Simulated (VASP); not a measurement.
# Re (P6_3/mmc) in VASP: further runs

Re is run at these levels: LDA; tasks: electric field gradients.

Program: VASP 6.6.1. These are calculated values, not measurements. Logs are shortened: lines on timing, memory, paths and dates and some standing lists are left out, and cuts for length are marked.

### 1 The cell of the first run

Symmetry: P6_3/mmc, No. 194, hexagonal system. Conventional cell: a = 2.603 Å, b = 2.603 Å, c = 4.204 Å, α = 90.00°, β = 90.00°, γ = 120.00°. Re (site symmetry -6m2) has 12 Re at 2.58 to 2.60 Å within 3.4 Å.

### 2 Electric field gradients, LDA (zz strain of +1 %)

The input, INCAR:

```
ALGO     = Normal         # electronic algorithm
EDIFF    = 1E-8           # SCF threshold, eV
ENCUT    = 520            # plane-wave cutoff, eV
ISIF     = 2              # what is computed and relaxed
ISMEAR   = -1             # smearing method
LASPH    = T              # aspherical terms in the spheres
LCHARG   = F              # write CHGCAR
LEFG     = T            
LREAL    = F              # projectors in reciprocal space
LWAVE    = F              # write WAVECAR
NBANDS   = 14             # bands
NELM     = 80             # most SCF steps
PREC     = Accurate       # precision mode
SIGMA    = 0.05           # smearing width, eV
```

The input, KPOINTS:

```
k-points
0
Gamma
  14 14 8
```

The input, POSCAR:

```
Re
1.0
    2.6029010724      0.0000000000      0.0000000000
   -1.3014505362      2.2541784522      0.0000000000
    0.0000000000      0.0000000000      4.2036200000
Re
2
Direct
    0.3333333333      0.6666666667      0.2500000000
    0.6666666667      0.3333333333      0.7500000000
```

Potentials or basis: VASP PAW LDA potentials, release 64 (Re).

Run with:

```console
$ cat potpaw_LDA.64/Re/POTCAR > POTCAR
$ mpirun -np 1 vasp_std > vasp.out
```

OUTCAR:

```text
EDIFF = 1E-8
   ENCUT = 520
   ISIF = 2
   ISMEAR = -1
   LASPH = T
   LREAL = F
   NELM = 80
   PREC = Accurate

 ion  position               nearest neighbor table
   1  0.333  0.667  0.250-   2 2.58   2 2.58   2 2.58   2 2.58   2 2.58   2 2.58
   2  0.667  0.333  0.750-   1 2.58   1 2.58   1 2.58   1 2.58   1 2.58   1 2.58

  LATTYP: Found a hexagonal cell.
 ALAT       =     2.6029010724
 C/A-ratio  =     1.6149749388

  Lattice vectors:

 A1 = (   2.6029010724,   0.0000000000,   0.0000000000)
 A2 = (  -1.3014505362,   2.2541784522,   0.0000000000)
 A3 = (   0.0000000000,   0.0000000000,   4.2036200000)

Analysis of symmetry for initial positions (statically):
=====================================================================
 Subroutine PRICEL returns:
 Original cell was already a primitive cell.

 Routine SETGRP: Setting up the symmetry group for a
 hexagonal supercell.

 Subroutine GETGRP returns: Found 24 space group operations
 (whereof 12 operations were pure point group operations)
 out of a pool of 24 trial point group operations.

The static configuration has the point symmetry D_3d.
 The point group associated with its full space group is D_6h.

Analysis of symmetry for dynamics (positions and initial velocities):
=====================================================================
 Subroutine PRICEL returns:
 Original cell was already a primitive cell.

 Routine SETGRP: Setting up the symmetry group for a
 hexagonal supercell.

 Subroutine GETGRP returns: Found 24 space group operations
 (whereof 12 operations were pure point group operations)
 out of a pool of 24 trial point group operations.

The dynamic configuration has the point symmetry D_3d.
 The point group associated with its full space group is D_6h.

 Subroutine INISYM returns: Found 24 space group operations
 (whereof 12 operations are pure point group operations),
 and found     1 'primitive' translations

----------------------------------------------------------------------------------------

                                     Primitive cell

  volume of cell :      24.6643

  direct lattice vectors                    reciprocal lattice vectors
     2.602901072  0.000000000  0.000000000     0.384186710  0.221810301  0.000000000
    -1.301450536  2.254178452  0.000000000     0.000000000  0.443620601  0.000000000
     0.000000000  0.000000000  4.203620000     0.000000000  0.000000000  0.237890199

  length of vectors
     2.602901072  2.602901072  4.203620000     0.443620601  0.443620601  0.237890199

  position of ions in fractional coordinates (direct lattice)
     0.333333333  0.666666667  0.250000000
     0.666666667  0.333333333  0.750000000

  ion indices of the primitive-cell ions
   primitive index   ion index
                 1           1
                 2           2

----------------------------------------------------------------------------------------

 KPOINTS: k-points

Automatic generation of k-mesh.
 Grid dimensions read from file:
 generate k-points for:   14   14    8

 Generating k-lattice:

  Cartesian coordinates                     Fractional coordinates (reciprocal lattice)
     0.027441908  0.015843593  0.000000000     0.071428571  0.000000000  0.000000000
     0.000000000  0.031687186  0.000000000     0.000000000  0.071428571  0.000000000
     0.000000000  0.000000000  0.029736275     0.000000000  0.000000000  0.125000000

  Length of vectors
     0.031687186  0.031687186  0.029736275

  Shift w.r.t. Gamma in fractional coordinates (k-lattice)
     0.000000000  0.000000000  0.000000000

 Subroutine IBZKPT returns following result:
 ===========================================

 Found    120 irreducible k-points:

 Following reciprocal coordinates:
            Coordinates               Weight
  0.000000  0.000000  0.000000      1.000000
  0.071429 -0.000000  0.000000      6.000000
  0.142857 -0.000000  0.000000      6.000000
  0.214286 -0.000000  0.000000      6.000000
  0.285714 -0.000000  0.000000      6.000000
  0.357143  0.000000  0.000000      6.000000
[... 16 lines left out ...]
  0.285714  0.285714  0.000000      6.000000
  0.357143  0.285714  0.000000      6.000000
 [... further k-points ...]
   k-points           NKPTS =    120   k-points in BZ     NKDIM =    120   number of bands    NBANDS=     14
   number of dos      NEDOS =    301   number of ions     NIONS =      2
   total plane-waves  NPLWV =  12800
   dimension x,y,z NGX =    20 NGY =   20 NGZ =   32
   dimension x,y,z NGXF=    40 NGYF=   40 NGZF=   64
   ions per type =               2
   NGX,Y,Z   is equivalent  to a cutoff of  12.77, 12.77, 12.66 a.u.
   NGXF,Y,Z  is equivalent  to a cutoff of  25.55, 25.55, 25.31 a.u.
 SYSTEM =  unknown system
   PREC   = accura    normal or accurate (medium, high low for compatibility)
   ISTART =      0    job   : 0-new  1-cont  2-samecut
   ICHARG =      2    charge: 1-file 2-atom 10-const
   ISPIN  =      1    spin polarized calculation?
   LNONCOLLINEAR =      F non collinear calculations
   LSORBIT =      F    spin-orbit coupling
   LASPH  =      T    aspherical Exc in radial PAW
   ENCUT  =  520.0 eV  38.22 Ry    6.18 a.u.   4.84  4.84  7.82*2*pi/ulx,y,z
   NELM   =     80;   NELMIN=  2; NELMDL= -5     # of ELM steps
   EDIFF  = 0.1E-07   stopping-criterion for ELM
   LREAL  =      F    real-space projection
   EDIFFG = 0.1E-06   stopping-criterion for IOM
   NSW    =      0    number of steps for IOM
   IBRION =     -1    ionic relax: 0-MD 1-quasi-New 2-CG
   NFREE  =      0    steps in history (QN), initial steepest desc. (CG)
   ISIF   =      2    stress and relaxation
   ISYM   =      2    0-nonsym 1-usesym 2-fastsym
   POTIM  = 0.5000    time-step for ionic-motion
   TEBEG  =    0.0;   TEEND  =   0.0 temperature during run
   PSTRESS=    0.0 pullay stress
   NELECT =      14.0000    total number of electrons
   NUPDOWN=      -1.0000    fix difference up-down
   EMIN   =  10.00;   EMAX   =-10.00  energy-range for DOS
   EFERMI =   0.00;   METHOD = LEGACY
   ISMEAR =    -1;   SIGMA  =   0.05  broadening in eV -4-tet -1-fermi 0-gaus
   EFERMI_NEDOS =   21; number of points for ismear=-14 and -15
   IALGO  =     38    algorithm
   IMIX   =      4    mixing-type and parameters
     AMIX     =   0.40;   BMIX     =  1.00
     AMIX_MAG =   1.60;   BMIX_MAG =  1.00
  volume/ion in A,a.u.               =      12.33        83.22
  Fermi-wavevector in a.u.,A,eV,Ry     =   1.355484  2.561493 24.998483  1.837337
  Thomas-Fermi vector in A             =   2.482568
   LORBIT       =      0    0 simple, 1 ext, 2 COOP (PROOUT), +10 PAW based schemes
   GGA     = CA    functional components
   LHFCALC =     F    Hartree Fock is set to
   AEXX    =    0.0000 exact exchange contribution
   IVDW    =     0    specifies the selected vdW correction
   LEPSILON=     F    determine dielectric tensor
   LRPA    =     F    only Hartree local field effects (RPA)
 non-spin polarized calculation
  energy-cutoff  :      520.00
  volume of cell :       24.66
 maximum number of plane-waves:       683
 NGX is ok and might be reduce to    20
   NGX =  9   NGY =  9   NGZ = 15

 number of electron      14.0000001 magnetization

 Free energy of the ion-electron system (eV)
  ---------------------------------------------------
  ext. energy  EPLUGINS =         0.00000000
  ---------------------------------------------------
  free energy    TOTEN  =       -26.53669252 eV

  energy without entropy =      -26.52640588  energy(sigma->0) =      -26.53154920

 E-fermi :  10.2454     XC(G=0): -14.8117

 val. band max:       10.2409406095   @ k =   0.1429  -0.0000   0.0000
 cond. band min:      10.2516277184   @ k =   0.1429   0.0714   0.0000
 fundamental gap:      0.0106871089
 Fermi energy:        10.2453861037

 k-point     1 :       0.0000    0.0000    0.0000
  band No.  band energies     occupation
      1      -0.7332      2.00000
      2       2.2221      2.00000
      3       8.0850      2.00000
      4       8.0850      2.00000
      5       8.1117      2.00000
      6       9.1951      2.00000
      7       9.1951      2.00000
      8      10.3876      0.10998
      9      10.3876      0.10998
     10      11.5765      0.00000
     11      14.4624      0.00000
     12      14.4624      0.00000
     13      22.7538      0.00000
     14      24.6062      0.00000

 k-point     2 :       0.0714   -0.0000    0.0000
  band No.  band energies     occupation
      1      -0.4727      2.00000
      2       2.4673      2.00000
      3       7.4728      2.00000
      4       8.3291      2.00000
      5       8.6306      2.00000
      6       9.0068      2.00000
      7       9.4288      2.00000
      8       9.9084      1.99764
      9      10.1707      1.63300
     10      10.8171      0.00002
     11      14.6253      0.00000
     12      15.6822      0.00000
     13      22.8273      0.00000
     14      25.2134      0.00000

 k-point     3 :       0.1429   -0.0000    0.0000
  band No.  band energies     occupation
      1       0.2586      2.00000
      2       3.1020      2.00000
      3       6.7725      2.00000
      4       8.3806      2.00000
      5       8.4721      2.00000
      6       9.0479      2.00000
      7       9.3485      2.00000
      8       9.6489      1.99999
      9      10.1139      1.86540
     10      10.2409      1.04443
     11      14.9895      0.00000
     12      17.7769      0.00000
     13      22.8272      0.00000
     14      26.8481      0.00000
[... 324 lines left out ...]
 k-point    23 :       0.2857    0.2857    0.0000
  band No.  band energies     occupation
      1       3.5653      2.00000
      2       5.0057      2.00000
      3       5.4976      2.00000
      4       6.1706      2.00000
      5       7.2465      2.00000
      6       8.1680      2.00000
      7       9.8830      1.99858
      8      13.1465      0.00000
      9      14.8141      0.00000
     10      14.9189      0.00000
     11      18.5504      0.00000
     12      19.2482      0.00000
     13      20.8800      0.00000
     14      25.7413      0.00000

 k-point    24 :       0.3571    0.2857    0.0000
  band No.  band energies     occupation
      1       3.4588      2.00000
      2       5.3371      2.00000
      3       5.3670      2.00000
      4       6.4490      2.00000
      5       7.4240      2.00000
      6       7.8304      2.00000
      7      10.1662      1.65970
      8      13.7971      0.00000
      9      14.4618      0.00000
     10      14.7377      0.00000
     11      18.4373      0.00000
     12      18.5832      0.00000
     13      20.5612      0.00000
     14      27.4194      0.00000

 [... further k-points ...]
[... 5 lines left out ...]
  --------------------------------------------------------------------------------------
  -------------------------------------------------------------------------------------
  Total       13.7517988     13.7517988     13.5920062      0.0000000      0.0000000      0.0000000
  in kB      893.3068934    893.3068934    882.9268816      0.0000000      0.0000000      0.0000000
  external PRESSURE =     889.8468895 kB  Pullay stress =       0.0000000 kB

 VOLUME and BASIS-vectors are now :
 -----------------------------------------------------------------------------
  energy-cutoff  :      520.00
  volume of cell :       24.66
      direct lattice vectors                 reciprocal lattice vectors
     2.602901072  0.000000000  0.000000000     0.384186710  0.221810301  0.000000000
    -1.301450536  2.254178452  0.000000000     0.000000000  0.443620601  0.000000000
     0.000000000  0.000000000  4.203620000     0.000000000  0.000000000  0.237890199

 POSITION                                       TOTAL-FORCE (eV/Angst)
 -----------------------------------------------------------------------------------
     -0.00000      1.50279      1.05090        -0.000000     -0.000000      0.000000
      1.30145      0.75139      3.15271         0.000000      0.000000      0.000000
 -----------------------------------------------------------------------------------
    total drift:                                0.000000     -0.000000     -0.000000

  FREE ENERGIE OF THE ION-ELECTRON SYSTEM (eV)
  ---------------------------------------------------
  free  energy   TOTEN  =       -26.5366925206 eV

  energy  without entropy=      -26.5264058822  energy(sigma->0) =      -26.53154920

 Electric field gradients (V/A^2)
---------------------------------------------------------------------
 ion       V_xx      V_yy      V_zz      V_xy      V_xz      V_yz
---------------------------------------------------------------------
   1      40.499    40.499   -80.998     0.000     0.000    -0.000
   2      40.499    40.499   -80.998     0.000    -0.000     0.000
---------------------------------------------------------------------

 Electric field gradients after diagonalization (V/A^2)
 (convention: |V_zz| > |V_xx| > |V_yy|)
----------------------------------------------------------------------
 ion       V_xx      V_yy      V_zz     asymmetry (V_yy - V_xx)/ V_zz
----------------------------------------------------------------------
   1      40.499    40.499   -80.998       0.000
   2      40.499    40.499   -80.998       0.000
----------------------------------------------------------------------

           NMR quadrupolar parameters

 Cq : quadrupolar parameter    Cq=e*Q*V_zz/h
 eta: asymmetry parameters     (V_yy - V_xx)/ V_zz
 Q  : nuclear electric quadrupole moment in mb (millibarn)
----------------------------------------------------------------------
 ion       Cq(MHz)       eta       Q (mb)
----------------------------------------------------------------------
   1      -0.196       0.000       1.000
   2      -0.196       0.000       1.000
----------------------------------------------------------------------
```

It took 55 s on 1 thread of AMD EPYC 7R43 (Zen 3), shared host; peak memory 0.12 GiB.

Results:

```yaml
Free_energy: -26.5367 eV
Pressure: 89.0 GPa
Band_gap_on_the_k_mesh: zero (band 7 reaches 12.16 eV, above the bottom of band 8 at 7.93 eV)
```

Electric field gradients, principal values (V/Å²):
```
atom   least  middle  greatest (by size)
1 Re  40.499  40.499             -80.998
2 Re  40.499  40.499             -80.998
```

Caveat: the cell differs from its parent crystal (zz strain of +1 %); without QUAD_EFG the Cq values of the log hold for a quadrupole moment of 1 mb, not for the nuclei; spin-orbit coupling is left out, which moves the levels of the heavy elements.

[end of part 1 of 3]
